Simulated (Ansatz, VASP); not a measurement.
# MgCd2O3: VASP beside Ansatz

INCAR

```
ALGO     = Normal         # electronic algorithm
EDIFF    = 1E-6           # SCF threshold, eV
EDIFFG   = -0.01          # ionic threshold
ENCUT    = 600            # plane-wave cutoff, eV
GGA      = PE             # functional
IBRION   = 2              # ionic algorithm
ISIF     = 3              # what is computed and relaxed
ISMEAR   = 0              # smearing method
LASPH    = T              # aspherical terms in the spheres
LCHARG   = F              # write CHGCAR
LREAL    = F              # projectors in reciprocal space
LWAVE    = F              # write WAVECAR
NELM     = 100            # most SCF steps
NSW      = 100            # ionic steps
PREC     = Accurate       # precision mode
SIGMA    = 0.02           # smearing width, eV
```

The input KPOINTS:

```
k-points
0
Gamma
  12 12 4
```

Contents of POSCAR:

```
MgCd2O3
1.0
    3.2369686677      0.0000000000      0.0000000000
   -1.6184843338      2.8032970975      0.0000000000
    0.0000000000      0.0000000000      8.0904964247
Mg Cd O
1 2 3
Direct
    0.0000000000      0.0000000000      0.0000000000
    0.6666666667      0.3333333333      0.3231071230
    0.3333333333      0.6666666667      0.6768928770
    0.6666666667      0.3333333333      0.8581769396
    0.3333333333      0.6666666667      0.1418230604
    0.0000000000      0.0000000000      0.5000000000
```

Input for Ansatz:

```yaml
crystal:
  lattice:
    - [3.2369686677, 0.0, 0.0]
    - [-1.6184843338, 2.8032970975, 0.0]
    - [0.0, 0.0, 8.0904964247]
  atoms:
    - { symbol: Mg, position: [0.0, 0.0, 0.0] }
    - { symbol: Cd, position: [0.6666666667, 0.3333333333, 0.323107123] }
    - { symbol: Cd, position: [0.3333333333, 0.6666666667, 0.676892877] }
    - { symbol: O, position: [0.6666666667, 0.3333333333, 0.8581769396] }
    - { symbol: O, position: [0.3333333333, 0.6666666667, 0.1418230604] }
    - { symbol: O, position: [0.0, 0.0, 0.5] }
basis:
  ecutwfc: 420
kpoints:
  mp_grid: { grid: [12, 12, 4] }
hamiltonian:
  xc: pbe
scf:
  occupations: { method: gaussian, width: 0.02 }
output:
  forces: true
  stress: true
  eigenvalues: true
relax:
  adjacent_minimum: "off"
  f_tol: 0.01
  max_steps: 80
  cell: { stress_tol: 0.05 }
```

Alike in both runs: task relaxation of cell and atoms; functional PBE; k mesh 12 × 12 × 4; occupations gaussian, width 0.02 eV; no spin polarisation.

```csv
,VASP,Ansatz
version,VASP 6.6.1,Ansatz 0.2.0
potentials or method,"VASP PAW PBE potentials, release 64 (Mg, Cd, O), cutoff 600 eV","scalar-relativistic, plane waves, PAW"
valence electrons in the cell,44,68
```

|  | VASP | Ansatz | Ansatz less VASP |
| --- | --- | --- | --- |
| gap on the k mesh at the Fermi level, each at its own relaxed structure (eV) | 0.57 | 0.60 | +0.033 |
| relaxed volume (Å³/atom) | 12.29 | 12.25 | -0.043 |
| relaxed cell length with the largest relative difference (Å) | 8.107 | 8.091 | -0.0162 |

VASP's potentials hold 44 valence electrons a cell and Ansatz's 68, so a difference there can come from the potentials and not from the codes.
